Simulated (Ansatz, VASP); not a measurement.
TePb in VASP and in Ansatz

```xyz
2
Lattice="4.0288 0.0000 0.0000 0.0000 4.0288 0.0000 0.0000 0.0000 4.0288" Properties=species:S:1:pos:R:3 pbc="T T T"
Pb    0.0000    0.0000    0.0000
Te    2.0144    2.0144    2.0144
```

Alike in both runs: task single point; functional r2SCAN0; k mesh 4 × 4 × 4; occupations fermi-dirac, width 0.05 eV; no spin polarisation.

|  | VASP | Ansatz |
| --- | --- | --- |
| version | VASP 6.6.1 | Ansatz 0.2.0 |
| potentials or method | VASP PAW PBE potentials, release 64 (Pb_d, Te) | Ansatz PAW |
| plane-wave cutoff (eV) | 520 | 500 |
| valence electrons in the cell | 20 | 30 |

|  | VASP | Ansatz | Ansatz less VASP |
| --- | --- | --- | --- |
| gap on the k mesh at the Fermi level (eV) | none | none | - |
| pressure (GPa) | -1.6 | -1.3 | +0.27 |

VASP's potentials were made for PBE, not for r2SCAN0. A gap of «none» marks a metal or a gap that the smearing closes. The functional is the same, so the differences come from potentials, cutoffs and numerics. VASP's potentials hold 20 valence electrons a cell and Ansatz's 30, so a difference there can come from the potentials and not from the codes.

The k mesh is coarse, so the values compare programs but aren't converged. Neither program's run includes spin-orbit coupling.
